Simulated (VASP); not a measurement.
# GaGe3 in VASP: further runs, part 2 of 2

VASP 6.6.1. The steps go on from the part before.

## Step 3: Single point, PBEsol (atoms moved at random)

Contents of INCAR:

```
SYSTEM = GaGe3
ALGO = Normal
EDIFF = 1E-6
ENCUT = 520
GGA = PS
ISIF = 2
ISMEAR = -1
LASPH = .TRUE.
LCHARG = .FALSE.
LREAL = .FALSE.
LWAVE = .FALSE.
NBANDS = 36
NELM = 100
PREC = Accurate
SIGMA = 0.05
```

Contents of KPOINTS:

```
k-points
0
G
  6 6 6
  0 0 0
```

Contents of POSCAR:

```
GaGe3
1.0
    4.2784660000      0.0000000000      0.0000000000
    0.0000000000      4.2784660000      0.0000000000
    0.0000000000      0.0000000000      4.2784660000
Ge Ga
3 1
Direct
    0.5006010000      0.4993680000     -0.0079840000
    0.5150890000     -0.0068830000      0.4946610000
    0.0124480000      0.4926530000      0.4999670000
    0.0036790000      0.0065190000      0.0059030000
```

Potentials or basis: VASP PAW PBE potentials, release 64 (Ge_d, Ga_d).

The run is started by

```
$ cat potpaw_PBE.64/Ge_d/POTCAR potpaw_PBE.64/Ga_d/POTCAR > POTCAR
$ mpirun -np 1 vasp_std > vasp.out
```

OUTCAR:

```text
SYSTEM = GaGe3
   EDIFF = 1E-6
   ENCUT = 520
   GGA = PS
   ISIF = 2
   ISMEAR = -1
   LASPH = .TRUE.
   LREAL = .FALSE.
   NELM = 100
   PREC = Accurate

 ion  position               nearest neighbor table
   1  0.501  0.499  0.992-
   2  0.515  0.993  0.495-
   3  0.012  0.493  0.500-
   4  0.004  0.007  0.006-

  LATTYP: Found a simple cubic cell.
 ALAT       =     4.2784660000

  Lattice vectors:
[... 1128 lines left out ...]

  FORCE on cell =-STRESS in cart. coord.  units (eV):
  Direction    XX          YY          ZZ          XY          YZ          ZX
  --------------------------------------------------------------------------------------
  -------------------------------------------------------------------------------------
  Total       -1.6812538     -1.7105557     -1.6631594      0.0092969      0.0063148     -0.0126081
  in kB      -34.3937560    -34.9931902    -34.0235954      0.1901881      0.1291835     -0.2579258
  external PRESSURE =     -34.4701806 kB  Pullay stress =       0.0000000 kB

 VOLUME and BASIS-vectors are now :
 -----------------------------------------------------------------------------
  energy-cutoff  :      520.00
  volume of cell :       78.32
      direct lattice vectors                 reciprocal lattice vectors
     4.278466000  0.000000000  0.000000000     0.233728631  0.000000000  0.000000000
     0.000000000  4.278466000  0.000000000     0.000000000  0.233728631  0.000000000
     0.000000000  0.000000000  4.278466000     0.000000000  0.000000000  0.233728631

 POSITION                                       TOTAL-FORCE (eV/Angst)
 -----------------------------------------------------------------------------------
      2.14180      2.13653      4.24431        -0.069713      0.077925     -0.031608
      2.20379      4.24902      2.11639         0.042568     -0.040633      0.014044
      0.05326      2.10780      2.13909         0.017015      0.024053      0.056858
      0.01574      0.02789      0.02526         0.010130     -0.061345     -0.039293
 -----------------------------------------------------------------------------------
    total drift:                               -0.001607     -0.001347     -0.000941

  FREE ENERGIE OF THE ION-ELECTRON SYSTEM (eV)
  ---------------------------------------------------
  free  energy   TOTEN  =       -17.2085369451 eV

  energy  without entropy=      -17.1854639930  energy(sigma->0) =      -17.19700047
```

stdout:

```text
POSCAR found type information on POSCAR GeGa
 POSCAR found :  2 types and       4 ions
 scaLAPACK will be used
 -----------------------------------------------------------------------------
|                                                                             |
|                                                                             |
|     You enforced a specific xc type in the INCAR file but a different       |
|     I HOPE YOU KNOW WHAT YOU ARE DOING!                                     |
|                                                                             |
 -----------------------------------------------------------------------------

 LDA part: xc-table for (Slater+PW92), standard interpolation
 POSCAR, INCAR and KPOINTS ok, starting setup
 FFT: planning ... GRIDC
 FFT: planning ... GRID_SOFT
 FFT: planning ... GRID
 WAVECAR not read
 entering main loop
```

Wall time 92 s (1 thread of Intel Xeon 6975P-C (Granite Rapids), shared host); peak memory 0.36 GiB.

Results:

| Property | Result |
| --- | --- |
| Free energy | -17.2085 eV |
| Pressure | -3.4 GPa |
| Largest force | 0.109 eV/Å |

Forces in eV/Å, atoms in the order of the input:
```
Ge  -0.070  0.078 -0.032
Ge   0.043 -0.041  0.014
Ge   0.017  0.024  0.057
Ga   0.010 -0.061 -0.039
```

Stress tensor (GPa, compression positive):
```
-3.44  0.02 -0.03
 0.02 -3.50  0.01
-0.03  0.01 -3.40
```

Levels at points of the mesh, in eV from the Fermi level:
| k point | band 24 | band 25 | band 26 | band 27 | band 28 | band 29 | band 30 | band 31 | band 32 | band 33 |
| --- | --- | --- | --- | --- | --- | --- | --- | --- | --- | --- |
| (0.00, 0.00, 0.00) | -3.82 | -3.77 | -3.76 | -3.28 | 2.59 | 2.61 | 2.61 | 3.52 | 3.53 | 3.54 |
| (0.50, 0.00, 0.00) | -3.33 | -1.92 | -1.91 | -1.33 | -1.32 | -0.03 | 0.22 | 4.39 | 4.52 | 4.66 |
| (0.00, 0.50, 0.00) | -3.33 | -1.93 | -1.92 | -1.33 | -1.31 | -0.03 | 0.21 | 4.38 | 4.53 | 4.66 |
| (0.00, 0.00, 0.50) | -3.34 | -1.93 | -1.92 | -1.34 | -1.31 | 0.00 | 0.23 | 4.38 | 4.47 | 4.66 |
| (0.50, 0.50, 0.00) | -7.12 | -0.75 | -0.18 | -0.18 | -0.03 | 0.24 | 0.30 | 0.67 | 1.62 | 6.16 |
| (0.00, 0.50, 0.50) | -7.13 | -0.74 | -0.20 | -0.19 | 0.02 | 0.24 | 0.29 | 0.68 | 1.60 | 6.17 |
| (0.50, 0.00, 0.50) | -7.13 | -0.74 | -0.19 | -0.17 | 0.04 | 0.24 | 0.25 | 0.66 | 1.61 | 6.18 |
| (0.50, 0.50, 0.50) | -5.36 | -5.28 | -4.88 | -4.88 | -4.81 | 6.60 | 6.61 | 6.67 | 6.68 | 6.68 |

Caveat: the cell differs from its parent crystal (atoms moved at random); the PAW data sets were made with another functional, which shifts forces and pressure a little.

## Step 4: Single point, PBE, non-collinear spin, zero start, spin-orbit coupling

This run uses another cell than the first one, of 19.58 Å³/atom, 0.943 times its volume.

Contents of INCAR:

```
SYSTEM = GaGe3
PREC = Accurate
ENCUT = 520
EDIFF = 1E-7
ISMEAR = -1
SIGMA = 0.05
LREAL = .False.
LASPH = .True.
NELM = 150
ALGO = Normal
ISIF = 2
LWAVE = .False.
LCHARG = .False.
LNONCOLLINEAR = .True.
MAGMOM = 0 0 0 0 0 0 0 0 0 0 0 0
LORBIT = 11
LSORBIT = .True.
GGA_COMPAT = .False.
LORBMOM = .True.
GGA = PE
NBANDS = 69
```

Contents of KPOINTS:

```
regular mesh
0
Gamma
  7 7 7
  0 0 0
```

Contents of POSCAR:

```
GaGe3
1.0
    4.2784660000      0.0000000000      0.0000000000
    0.0000000000      4.2784660000      0.0000000000
    0.0000000000      0.0000000000      4.2784660000
Ge Ga
3 1
Direct
    0.5000000000      0.5000000000      0.0000000000
    0.5000000000      0.0000000000      0.5000000000
    0.0000000000      0.5000000000      0.5000000000
    0.0000000000      0.0000000000      0.0000000000
```

Potentials or basis: VASP PAW PBE potentials, release 64 (Ge_d, Ga_d).

The run is started by

```
$ cat potpaw_PBE.64/Ge_d/POTCAR potpaw_PBE.64/Ga_d/POTCAR > POTCAR
$ mpirun -np 1 vasp_ncl > vasp.out
```

OUTCAR:

```text
SYSTEM = GaGe3
   PREC = Accurate
   ENCUT = 520
   EDIFF = 1E-7
   ISMEAR = -1
   LREAL = .False.
   LASPH = .True.
   NELM = 150
   ISIF = 2
   LNONCOLLINEAR = .True.
   LORBIT = 11
   LSORBIT = .True.
   GGA = PE

 ion  position               nearest neighbor table
   1  0.500  0.500  0.000-
   2  0.500  0.000  0.500-
   3  0.000  0.500  0.500-
   4  0.000  0.000  0.000-

  LATTYP: Found a simple cubic cell.
 ALAT       =     4.2784660000

  Lattice vectors:

 A1 = (   4.2784660000,   0.0000000000,   0.0000000000)
 A2 = (   0.0000000000,   4.2784660000,   0.0000000000)
 A3 = (   0.0000000000,   0.0000000000,   4.2784660000)

Analysis of symmetry for initial positions (statically):
=====================================================================
 Subroutine PRICEL returns:
 Original cell was already a primitive cell.
[... 1738 lines left out ...]
     0.0000000     0.0000000     0.0000000     0.0000000     0.0000000     0.0000000     0.0000000
     0.0000000     0.0000000     0.0000000     0.0000000     0.0000000     0.0000000     0.0000000

 total charge

# of ion       s       p       d       tot
------------------------------------------
    1        1.279   0.869  10.012  12.160
    2        1.279   0.869  10.012  12.160
    3        1.279   0.869  10.012  12.160
    4        1.031   0.502   9.960  11.494
--------------------------------------------------
tot          4.869   3.108  39.996  47.973

 magnetization (x)

# of ion       s       p       d       tot
------------------------------------------
    1       -0.000  -0.000  -0.000  -0.000
    2       -0.000   0.000   0.000   0.000
    3        0.000  -0.000  -0.000  -0.000
    4       -0.000   0.000  -0.000  -0.000
--------------------------------------------------
tot         -0.000  -0.000  -0.000  -0.000

 magnetization (y)

# of ion       s       p       d       tot
------------------------------------------
    1        0.000  -0.000  -0.000  -0.000
    2        0.000  -0.000   0.000  -0.000
    3        0.000   0.000  -0.000   0.000
    4       -0.000   0.000  -0.000  -0.000
--------------------------------------------------
tot          0.000   0.000  -0.000   0.000

 magnetization (z)

# of ion       s       p       d       tot
------------------------------------------
    1        0.000  -0.000   0.000  -0.000
    2        0.000   0.000   0.000   0.000
    3       -0.000   0.000   0.000   0.000
    4       -0.000  -0.000  -0.000  -0.000
--------------------------------------------------
tot         -0.000  -0.000   0.000  -0.000
```

stdout:

```text
POSCAR found type information on POSCAR GeGa
 POSCAR found :  2 types and       4 ions
 scaLAPACK will be used
 LDA part: xc-table for (Slater+PW92), standard interpolation
 POSCAR, INCAR and KPOINTS ok, starting setup
 FFT: planning ... GRIDC
 FFT: planning ... GRID_SOFT
 FFT: planning ... GRID
 WAVECAR not read
 entering main loop
```

It took 6.3 min on 1 thread of AMD EPYC 7R13, shared host; peak memory 0.36 GiB.

What came out:

```yaml
Free_energy: -15.4971 eV
Pressure: -0.5 GPa
Net_moment: 0.00 μB per cell
Valence_electrons_inside_the_program's_atomic_spheres: Ge 12.16; Ga 11.49
```

Moments on the atoms (μB; x, y, z):
```
Ge  0.00 0.00 0.00
Ge  0.00 0.00 0.00
Ge  0.00 0.00 0.00
Ga  0.00 0.00 0.00
```

## Step 5: The runs side by side

| level | spin | cell | k mesh | gap on the mesh (eV) | pressure (GPa) |
| --- | --- | --- | --- | --- | --- |
| PBEsol | off | a = 4.362 Å, 4 atoms | 6 × 6 × 6 | none | -6.0 |
| PBEsol | off | a = 4.278 Å, 4 atoms | 6 × 6 × 6 | none | -3.4 |
| PBE | non-collinear, zero start, SOC | a = 4.278 Å, 4 atoms | 7 × 7 × 7 | - | -0.5 |

Some of these runs hold the atoms at other places in the same cell, which the table doesn't show; runs alike in all that it shows share one row.

Alike in all rows: task single point; potentials or basis VASP PAW PBE potentials, release 64 (Ge_d, Ga_d); cutoff (eV) 520; smearing fermi-dirac 0.05 eV.

Caveats: the PAW data sets were made with another functional, which shifts forces and pressure a little (some runs).

Total energies depend on the potentials used, so only differences within one code and one set of settings carry meaning.
